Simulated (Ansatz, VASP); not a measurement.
# Two plane-wave programs on ScAl3

INCAR

```
SYSTEM = ScAl3
PREC     = Accurate       ! precision mode
ENCUT    = 520            ! plane-wave cutoff, eV
EDIFF    = 1E-6           ! SCF threshold, eV
ISMEAR   = 0              ! smearing method
SIGMA    = 0.15           ! smearing width, eV
LREAL    = .FALSE.        ! projectors in reciprocal space
LASPH    = .TRUE.         ! aspherical terms in the spheres
NELM     = 100            ! most SCF steps
ALGO     = Fast           ! electronic algorithm
ISIF     = 2              ! what is computed and relaxed
LWAVE    = .FALSE.        ! write WAVECAR
LCHARG   = .FALSE.        ! write CHGCAR
GGA      = PE             ! functional
NBANDS   = 18             ! bands
```

Contents of KPOINTS:

```
regular mesh
0
G
  12 12 12
  0 0 0
```

Contents of POSCAR:

```
ScAl3
1.0
    4.4337570436      0.0000000000      0.0000000000
    0.0000000000      4.4337570436      0.0000000000
    0.0000000000      0.0000000000      3.9411173721
Sc Al
1 3
Direct
    0.0000000000      0.0000000000      0.0000000000
    0.5000000000      0.0000000000      0.5000000000
    0.0000000000      0.5000000000      0.5000000000
    0.5000000000      0.5000000000      0.0000000000
```

Input for Ansatz:

```yaml
crystal:
  lattice:
    - [4.4337570436, 0.0, 0.0]
    - [0.0, 4.4337570436, 0.0]
    - [0.0, 0.0, 3.9411173721]
  atoms:
    - { symbol: Sc, position: [0.0, 0.0, 0.0] }
    - { symbol: Al, position: [0.5, 0.0, 0.5] }
    - { symbol: Al, position: [0.0, 0.5, 0.5] }
    - { symbol: Al, position: [0.5, 0.5, 0.0] }
basis:
  ecutwfc: 420
kpoints:
  mp_grid: { grid: [12, 12, 12] }
hamiltonian:
  xc: pbe
scf:
  occupations: { method: gaussian, width: 0.15 }
output:
  forces: true
  stress: true
  eigenvalues: true
  write_density: true
  write_potential: true
  elf: true
  volumetric_format: npy
```

Change from the starting cell: strain +0.080 along x and y, -0.040 along z, atoms carried along.

Alike in both runs: task single point; functional PBE; k mesh 12 × 12 × 12; occupations gaussian, width 0.15 eV; no spin polarisation.

```csv
,VASP,Ansatz
version,VASP 6.6.1,Ansatz 0.2.0
potentials or method,"VASP PAW PBE potentials, release 64 (Sc_sv, Al), cutoff 520 eV","scalar-relativistic, plane waves, PAW"
valence electrons in the cell,20,20
```

|  | VASP | Ansatz | Ansatz less VASP |
| --- | --- | --- | --- |
| gap on the k mesh at the Fermi level (eV) | none | none | - |
| pressure (GPa) | -6.9 | -6.9 | +0.02 |
| traceless stress, the component that is largest in VASP (GPa) | 6.61 | 6.59 | -0.011 |

A gap of «none» marks a metal or a gap that the smearing closes.
